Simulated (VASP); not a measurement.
Set up this calculation in VASP 6.6.1, as the native input.

| Property | Result |
| --- | --- |
| Task | single point |
| Functional | PBE |
| Potentials or basis | VASP PAW PBE potentials, release 64 (Ti_sv, Ga_d, Se) |
| Cutoff | 520 eV |
| k mesh | 10 × 10 × 6 |
| Occupations | gaussian, width 0.1 eV |
| Spin | no spin polarisation |
| Dipole correction | no |
| Further INCAR settings | ALGO = Normal; EDIFF = 1e-06; NBANDS = 30 |

The structure of TiGaSe3 lies in POSCAR:

```
TiGaSe3
1.0
    3.6724384349      0.0000000000      0.0000000000
    0.0000000000      3.6724384349      0.0000000000
    0.0000000000      0.0000000000      8.0226290906
Ti Ga Se
1 1 3
Direct
    0.5000000000      0.5000000000      0.5000000000
    0.0000000000      0.0000000000      0.5000000000
    0.0000000000      0.0000000000      0.7996237903
    0.0000000000      0.0000000000      0.2003762097
    0.5000000000      0.5000000000      0.0000000000
```

One way to write it, as run:

INCAR

```
PREC = Accurate
ENCUT = 520
EDIFF = 1E-6
ISMEAR = 0
SIGMA = 0.1
LREAL = False
LASPH = True
NELM = 80
ALGO = Normal
ISIF = 2
LWAVE = False
LCHARG = False
GGA = PE
NBANDS = 30
```

KPOINTS

```
Automatic mesh
0
Gamma
  10 10 6
```

Potentials or basis: VASP PAW PBE potentials, release 64 (Ti_sv, Ga_d, Se).

Run with:

```sh
$ cat potpaw_PBE.64/Ti_sv/POTCAR potpaw_PBE.64/Ga_d/POTCAR potpaw_PBE.64/Se/POTCAR > POTCAR
$ mpirun -np 1 vasp_std > vasp.out
```

Results of the run:

```
Pressure      : 0.1 GPa
Largest force : 0.006 eV/Å
```

It took 5.1 min on 1 thread of Oxide Virtual Turin-like Processor, on a shared host, peak memory 0.36 GiB.
